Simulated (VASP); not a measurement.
# AlN (P6_3/mmc) in VASP: further runs, part 2 of 2

VASP 6.6.1.

## Step 4: Single point, PBEsol

This run uses another cell than the first one, of the same volume but with other edges.

INCAR reads:

```
SYSTEM = AlN
PREC = Accurate
ENCUT = 520
EDIFF = 1E-6
ISMEAR = 0
SIGMA = 0.05
LREAL = .FALSE.
LASPH = .TRUE.
NELM = 60
ALGO = Normal
ISIF = 2
LWAVE = .FALSE.
LCHARG = .TRUE.
GGA = PS
LELF = .TRUE.
LVHAR = .TRUE.
NBANDS = 16
```

KPOINTS reads:

```
Automatic mesh
0
G
  12 12 6
  0 0 0
```

POSCAR reads:

```
AlN
1.0
    3.5678685258      0.0000000000      0.0000000000
   -1.7839342629      3.0898647807      0.0000000000
    0.0000000000      0.0000000000      3.6087323976
Al N
2 2
Direct
    0.3333333333      0.6666666667      0.7500000000
    0.6666666667      0.3333333333      0.2500000000
    0.3333333333      0.6666666667      0.2500000000
    0.6666666667      0.3333333333      0.7500000000
```

Potentials or basis: VASP PAW PBE potentials, release 64 (Al, N).

The run is started by

```console
cat potpaw_PBE.64/Al/POTCAR potpaw_PBE.64/N/POTCAR > POTCAR
mpirun -np 1 vasp_std > vasp.out
```

OUTCAR:

```text
SYSTEM = AlN
   PREC = Accurate
   ENCUT = 520
   EDIFF = 1E-6
   ISMEAR = 0
   LREAL = .FALSE.
   LASPH = .TRUE.
   NELM = 60
   ISIF = 2
   GGA = PS

 ion  position               nearest neighbor table
   1  0.333  0.667  0.750-   3 1.80   3 1.80   4 2.06   4 2.06   4 2.06   2 2.74   2 2.74   2 2.74
                             2 2.74   2 2.74   2 2.74
   2  0.667  0.333  0.250-   4 1.80   4 1.80   3 2.06   3 2.06   3 2.06   1 2.74   1 2.74   1 2.74
                             1 2.74   1 2.74   1 2.74
   3  0.333  0.667  0.250-   1 1.80   1 1.80   2 2.06   2 2.06   2 2.06
   4  0.667  0.333  0.750-   2 1.80   2 1.80   1 2.06   1 2.06   1 2.06

  LATTYP: Found a hexagonal cell.
 ALAT       =     3.5678685258
 C/A-ratio  =     1.0114533009

  Lattice vectors:

 A1 = (   3.5678685258,   0.0000000000,   0.0000000000)
 A2 = (  -1.7839342629,   3.0898647807,   0.0000000000)
 A3 = (   0.0000000000,   0.0000000000,   3.6087323976)

Analysis of symmetry for initial positions (statically):
=====================================================================
 Subroutine PRICEL returns:
 Original cell was already a primitive cell.

 Routine SETGRP: Setting up the symmetry group for a
 hexagonal supercell.

 Subroutine GETGRP returns: Found 24 space group operations
 (whereof 12 operations were pure point group operations)
 out of a pool of 24 trial point group operations.

The static configuration has the point symmetry D_3d.
 The point group associated with its full space group is D_6h.

Analysis of symmetry for dynamics (positions and initial velocities):
=====================================================================
 Subroutine PRICEL returns:
 Original cell was already a primitive cell.

 Routine SETGRP: Setting up the symmetry group for a
 hexagonal supercell.

 Subroutine GETGRP returns: Found 24 space group operations
 (whereof 12 operations were pure point group operations)
 out of a pool of 24 trial point group operations.

The dynamic configuration has the point symmetry D_3d.
 The point group associated with its full space group is D_6h.
[... 126 lines left out ...]
  Thomas-Fermi vector in A             =   2.344017
   LORBIT       =      0    0 simple, 1 ext, 2 COOP (PROOUT), +10 PAW based schemes
   GGA     = PS    functional components
   LHFCALC =     F    Hartree Fock is set to
   AEXX    =    0.0000 exact exchange contribution
   IVDW    =     0    specifies the selected vdW correction
   LEPSILON=     F    determine dielectric tensor
   LRPA    =     F    only Hartree local field effects (RPA)
 non-spin polarized calculation
 Gauss-broadening in eV      SIGMA  =   0.05
  energy-cutoff  :      520.00
  volume of cell :       39.78
 maximum number of plane-waves:      1091
 NGX is ok and might be reduce to    28

 number of electron      16.0000002 magnetization

 Free energy of the ion-electron system (eV)
  ---------------------------------------------------
  ext. energy  EPLUGINS =         0.00000000
  ---------------------------------------------------
  free energy    TOTEN  =       -29.98877682 eV

  energy without entropy =      -29.98877682  energy(sigma->0) =      -29.98877682

 E-fermi :   7.5595     XC(G=0): -11.2541

 val. band max:        7.3228704943   @ k =   0.5000  -0.0000   0.0000
 cond. band min:      10.3874106994   @ k =   0.0000   0.0000   0.0000
 fundamental gap:      3.0645402051
 Fermi energy:         7.5595418101

 k-point     1 :       0.0000    0.0000    0.0000
  band No.  band energies     occupation
      1      -9.2135      2.00000
      2      -4.7647      2.00000
      3       1.4216      2.00000
      4       3.6213      2.00000
      5       3.6213      2.00000
      6       6.3922      2.00000
[... 433 lines left out ...]
      3       1.1478      2.00000
      4       2.8961      2.00000
      5       3.1158      2.00000
      6       4.0287      2.00000
[... 8 lines left out ...]
     15      19.7505      0.00000
     16      20.9824      0.00000

 [... further k-points ...]

------------------------ aborting loop because EDIFF is reached ----------------------------------------

  FORCE on cell =-STRESS in cart. coord.  units (eV):
  Direction    XX          YY          ZZ          XY          YZ          ZX
  --------------------------------------------------------------------------------------
  -------------------------------------------------------------------------------------
  Total       -2.5648613     -2.5648613     13.0458941      0.0000000      0.0000000      0.0000000
  in kB     -103.2931379   -103.2931379    525.3895585      0.0000000      0.0000000      0.0000000
  external PRESSURE =     106.2677609 kB  Pullay stress =       0.0000000 kB

 VOLUME and BASIS-vectors are now :
 -----------------------------------------------------------------------------
  energy-cutoff  :      520.00
  volume of cell :       39.78
      direct lattice vectors                 reciprocal lattice vectors
     3.567868526  0.000000000  0.000000000     0.280279386  0.161819379  0.000000000
    -1.783934263  3.089864781  0.000000000     0.000000000  0.323638758  0.000000000
     0.000000000  0.000000000  3.608732398     0.000000000  0.000000000  0.277105612

 POSITION                                       TOTAL-FORCE (eV/Angst)
 -----------------------------------------------------------------------------------
     -0.00000      2.05991      2.70655        -0.000000      0.000000      0.000000
      1.78393      1.02995      0.90218         0.000000      0.000000      0.000000
     -0.00000      2.05991      0.90218        -0.000000     -0.000000      0.000000
      1.78393      1.02995      2.70655        -0.000000      0.000000      0.000000
 -----------------------------------------------------------------------------------
    total drift:                               -0.000000      0.000000      0.000000

  FREE ENERGIE OF THE ION-ELECTRON SYSTEM (eV)
  ---------------------------------------------------
  free  energy   TOTEN  =       -29.9887768166 eV

  energy  without entropy=      -29.9887768166  energy(sigma->0) =      -29.98877682
```

OSZICAR:

```text
N       E                     dE             d eps       ncg     rms          rms(c)
DAV:   1     0.437476764159E+02    0.43748E+02   -0.73843E+03  2448   0.900E+02
DAV:   2    -0.315365502226E+02   -0.75284E+02   -0.67783E+02  3464   0.193E+02
DAV:   3    -0.349922795963E+02   -0.34557E+01   -0.34438E+01  3104   0.423E+01
DAV:   4    -0.350152718603E+02   -0.22992E-01   -0.22989E-01  3144   0.386E+00
DAV:   5    -0.350156033719E+02   -0.33151E-03   -0.33150E-03  3136   0.462E-01    0.121E+01
DAV:   6    -0.301373759057E+02    0.48782E+01   -0.97948E+00  3120   0.226E+01    0.423E+00
DAV:   7    -0.300524180587E+02    0.84958E-01   -0.80066E-01  2648   0.590E+00    0.300E+00
DAV:   8    -0.299985377940E+02    0.53880E-01   -0.15613E-01  2888   0.298E+00    0.855E-01
DAV:   9    -0.299884350760E+02    0.10103E-01   -0.27214E-02  3184   0.121E+00    0.289E-01
DAV:  10    -0.299888182665E+02   -0.38319E-03   -0.20306E-03  2768   0.315E-01    0.110E-01
DAV:  11    -0.299887781276E+02    0.40139E-04   -0.68007E-05  3160   0.661E-02    0.372E-02
DAV:  12    -0.299887769729E+02    0.11546E-05   -0.68951E-06  3080   0.186E-02    0.504E-03
DAV:  13    -0.299887768166E+02    0.15633E-06   -0.10148E-06  1992   0.749E-03
   1 F= -.29988777E+02 E0= -.29988777E+02  d E =-.182516E-13
```

stdout:

```text
POSCAR found type information on POSCAR AlN
 POSCAR found :  2 types and       4 ions
 scaLAPACK will be used
 -----------------------------------------------------------------------------
|                                                                             |
|                                                                             |
|     You enforced a specific xc type in the INCAR file but a different       |
|     I HOPE YOU KNOW WHAT YOU ARE DOING!                                     |
|                                                                             |
 -----------------------------------------------------------------------------

 LDA part: xc-table for (Slater+PW92), standard interpolation
 POSCAR, INCAR and KPOINTS ok, starting setup
 FFT: planning ... GRIDC
 FFT: planning ... GRID_SOFT
 FFT: planning ... GRID
 WAVECAR not read
 entering main loop
```

Wall time 18 s (1 thread of Intel Xeon 6975P-C (Granite Rapids), shared host); peak memory 0.17 GiB.

What came out:

* Free energy: -29.9888 eV
* Pressure: 10.6 GPa
* Band gap on the k mesh: 3.06 eV, indirect (least direct gap 3.82 eV)

Stress tensor (GPa, compression positive):
```
-10.33   0.00   0.00
  0.00 -10.33   0.00
  0.00   0.00  52.54
```

Caveat: the PAW data sets were made with another functional, which shifts forces and pressure a little.

## Step 5: Single point, PBEsol

This run uses another cell than the first one, of the same volume but with other edges.

INCAR reads:

```
SYSTEM = AlN
  PREC = Accurate
  ENCUT = 520
  EDIFF = 1E-7
  ISMEAR = 0
  SIGMA = 0.05
  LREAL = .FALSE.
  LASPH = .TRUE.
  NELM = 60
  ALGO = Normal
  ISIF = 2
  LWAVE = .FALSE.
  LCHARG = .FALSE.
  GGA = PS
  NBANDS = 16
```

KPOINTS is that of step 4.

POSCAR reads:

```
AlN
1.0
    3.0347602529      0.0000000000      0.0000000000
   -1.5173801265      2.6281794734      0.0000000000
    0.0000000000      0.0000000000      4.9879671972
Al N
2 2
Direct
    0.3333333333      0.6666666667      0.7500000000
    0.6666666667      0.3333333333      0.2500000000
    0.3333333333      0.6666666667      0.2500000000
    0.6666666667      0.3333333333      0.7500000000
```

Potentials or basis: VASP PAW PBE potentials, release 64 (Al, N).

The run is started by

```console
cat potpaw_PBE.64/Al/POTCAR potpaw_PBE.64/N/POTCAR > POTCAR
mpirun -np 1 vasp_std > vasp.out
```

OUTCAR:

```text
SYSTEM = AlN
   PREC = Accurate
   ENCUT = 520
   EDIFF = 1E-7
   ISMEAR = 0
   LREAL = .FALSE.
   LASPH = .TRUE.
   NELM = 60
   ISIF = 2
   GGA = PS

 ion  position               nearest neighbor table
   1  0.333  0.667  0.750-   4 1.75   4 1.75   4 1.75   3 2.49   3 2.49   2 3.05   2 3.05   2 3.05
                             2 3.05   2 3.05   2 3.05
   2  0.667  0.333  0.250-   3 1.75   3 1.75   3 1.75   4 2.49   4 2.49   1 3.05   1 3.05   1 3.05
                             1 3.05   1 3.05   1 3.05
   3  0.333  0.667  0.250-   2 1.75   2 1.75   2 1.75   1 2.49   1 2.49
   4  0.667  0.333  0.750-   1 1.75   1 1.75   1 1.75   2 2.49   2 2.49

  LATTYP: Found a hexagonal cell.
 ALAT       =     3.0347602529
 C/A-ratio  =     1.6436116139

  Lattice vectors:

 A1 = (   3.0347602529,   0.0000000000,   0.0000000000)
 A2 = (  -1.5173801265,   2.6281794734,   0.0000000000)
 A3 = (   0.0000000000,   0.0000000000,   4.9879671972)

Analysis of symmetry for initial positions (statically):
=====================================================================
 Subroutine PRICEL returns:
 Original cell was already a primitive cell.

 Routine SETGRP: Setting up the symmetry group for a
 hexagonal supercell.

 Subroutine GETGRP returns: Found 24 space group operations
 (whereof 12 operations were pure point group operations)
 out of a pool of 24 trial point group operations.

The static configuration has the point symmetry D_3d.
 The point group associated with its full space group is D_6h.

Analysis of symmetry for dynamics (positions and initial velocities):
=====================================================================
 Subroutine PRICEL returns:
 Original cell was already a primitive cell.

 Routine SETGRP: Setting up the symmetry group for a
 hexagonal supercell.

 Subroutine GETGRP returns: Found 24 space group operations
 (whereof 12 operations were pure point group operations)
 out of a pool of 24 trial point group operations.

The dynamic configuration has the point symmetry D_3d.
 The point group associated with its full space group is D_6h.
[... 126 lines left out ...]
  Thomas-Fermi vector in A             =   2.344017
   LORBIT       =      0    0 simple, 1 ext, 2 COOP (PROOUT), +10 PAW based schemes
   GGA     = PS    functional components
   LHFCALC =     F    Hartree Fock is set to
   AEXX    =    0.0000 exact exchange contribution
   IVDW    =     0    specifies the selected vdW correction
   LEPSILON=     F    determine dielectric tensor
   LRPA    =     F    only Hartree local field effects (RPA)
 non-spin polarized calculation
 Gauss-broadening in eV      SIGMA  =   0.05
  energy-cutoff  :      520.00
  volume of cell :       39.78
 maximum number of plane-waves:      1099
 NGX is ok and might be reduce to    24

 number of electron      16.0000002 magnetization

 Free energy of the ion-electron system (eV)
  ---------------------------------------------------
  ext. energy  EPLUGINS =         0.00000000
  ---------------------------------------------------
  free energy    TOTEN  =       -29.86405964 eV

  energy without entropy =      -29.86405964  energy(sigma->0) =      -29.86405964

 E-fermi :   7.8356     XC(G=0): -11.2938

 val. band max:        7.6222571203   @ k =   0.0000   0.0000   0.0000
 cond. band min:      10.7003899695   @ k =   0.0000   0.0000   0.0000
 fundamental gap:      3.0781328491
 Fermi energy:         7.8355560569

 k-point     1 :       0.0000    0.0000    0.0000
  band No.  band energies     occupation
      1      -9.0057      2.00000
      2      -6.8880      2.00000
      3       0.5853      2.00000
      4       5.1271      2.00000
      5       5.1271      2.00000
      6       5.7119      2.00000
[... 433 lines left out ...]
      3       1.3800      2.00000
      4       2.3411      2.00000
      5       3.0157      2.00000
      6       4.3387      2.00000
[... 8 lines left out ...]
     15      18.8904      0.00000
     16      21.2924      0.00000

 [... further k-points ...]

------------------------ aborting loop because EDIFF is reached ----------------------------------------

  FORCE on cell =-STRESS in cart. coord.  units (eV):
  Direction    XX          YY          ZZ          XY          YZ          ZX
  --------------------------------------------------------------------------------------
  -------------------------------------------------------------------------------------
  Total       10.6957770     10.6957770     -2.1928475     -0.0000000      0.0000000      0.0000000
  in kB      430.7446841    430.7446841    -88.3112452     -0.0000000      0.0000000      0.0000000
  external PRESSURE =     257.7260410 kB  Pullay stress =       0.0000000 kB

 VOLUME and BASIS-vectors are now :
 -----------------------------------------------------------------------------
  energy-cutoff  :      520.00
  volume of cell :       39.78
      direct lattice vectors                 reciprocal lattice vectors
     3.034760253  0.000000000  0.000000000     0.329515321  0.190245759  0.000000000
    -1.517380126  2.628179473  0.000000000     0.000000000  0.380491519  0.000000000
     0.000000000  0.000000000  4.987967197     0.000000000  0.000000000  0.200482473

 POSITION                                       TOTAL-FORCE (eV/Angst)
 -----------------------------------------------------------------------------------
     -0.00000      1.75212      3.74098        -0.000000     -0.000000      0.000000
      1.51738      0.87606      1.24699         0.000000     -0.000000      0.000000
     -0.00000      1.75212      1.24699        -0.000000      0.000000      0.000000
      1.51738      0.87606      3.74098         0.000000     -0.000000      0.000000
 -----------------------------------------------------------------------------------
    total drift:                               -0.000000      0.000000     -0.000000

  FREE ENERGIE OF THE ION-ELECTRON SYSTEM (eV)
  ---------------------------------------------------
  free  energy   TOTEN  =       -29.8640596410 eV

  energy  without entropy=      -29.8640596410  energy(sigma->0) =      -29.86405964
```

OSZICAR:

```text
N       E                     dE             d eps       ncg     rms          rms(c)
DAV:   1     0.422273195022E+02    0.42227E+02   -0.74009E+03  2432   0.902E+02
DAV:   2    -0.316873525570E+02   -0.73915E+02   -0.67636E+02  3432   0.191E+02
DAV:   3    -0.352090161175E+02   -0.35217E+01   -0.35124E+01  2968   0.432E+01
DAV:   4    -0.352290101711E+02   -0.19994E-01   -0.19993E-01  3008   0.367E+00
DAV:   5    -0.352292557420E+02   -0.24557E-03   -0.24557E-03  3008   0.409E-01    0.131E+01
DAV:   6    -0.299555720111E+02    0.52737E+01   -0.10755E+01  2784   0.244E+01    0.467E+00
DAV:   7    -0.299091964515E+02    0.46376E-01   -0.66690E-01  2680   0.588E+00    0.311E+00
DAV:   8    -0.298667780260E+02    0.42418E-01   -0.64685E-02  2840   0.211E+00    0.412E-01
DAV:   9    -0.298638165960E+02    0.29614E-02   -0.78577E-03  2984   0.660E-01    0.242E-01
DAV:  10    -0.298641251291E+02   -0.30853E-03   -0.97113E-04  2648   0.202E-01    0.125E-01
DAV:  11    -0.298640589408E+02    0.66188E-04   -0.13633E-04  2768   0.858E-02    0.170E-02
DAV:  12    -0.298640597619E+02   -0.82114E-06   -0.44296E-06  2936   0.175E-02    0.311E-03
DAV:  13    -0.298640596169E+02    0.14502E-06   -0.67502E-07  2976   0.614E-03    0.265E-03
DAV:  14    -0.298640596410E+02   -0.24073E-07   -0.41816E-08  1440   0.183E-03
   1 F= -.29864060E+02 E0= -.29864060E+02  d E =-.408054E-12
```

It took 16 s on 1 thread of Intel Xeon 6975P-C (Granite Rapids), shared host; peak memory 0.17 GiB.

Results:

```
Free energy            : -29.8641 eV
Pressure               : 25.8 GPa
Band gap on the k mesh : 3.08 eV, direct
```

Caveat: the PAW data sets were made with another functional, which shifts forces and pressure a little.

## Step 6: Overview

| cell | gap on the mesh (eV) | pressure (GPa) |
| --- | --- | --- |
| a = 3.357, b = 3.357, c = 4.075 Å, angles 90.0, 90.0, 120.0°, 4 atoms | 3.30 | -4.1 |
| a = 3.259, b = 3.259, c = 4.326 Å, angles 90.0, 90.0, 120.0°, 4 atoms | 3.07 | -1.3 |
| a = 3.568, b = 3.568, c = 3.609 Å, angles 90.0, 90.0, 120.0°, 4 atoms | 3.06 | 10.6 |
| a = 3.035, b = 3.035, c = 4.988 Å, angles 90.0, 90.0, 120.0°, 4 atoms | 3.08 | 25.8 |

Alike in all rows: task single point; level PBEsol; potentials or basis VASP PAW PBE potentials, release 64 (Al, N); no spin polarisation; k mesh 12 × 12 × 6; cutoff (eV) 520; smearing gaussian 0.05 eV.

Caveats: the PAW data sets were made with another functional, which shifts forces and pressure a little.

Absolute energies hang on the potentials; compare differences alone.
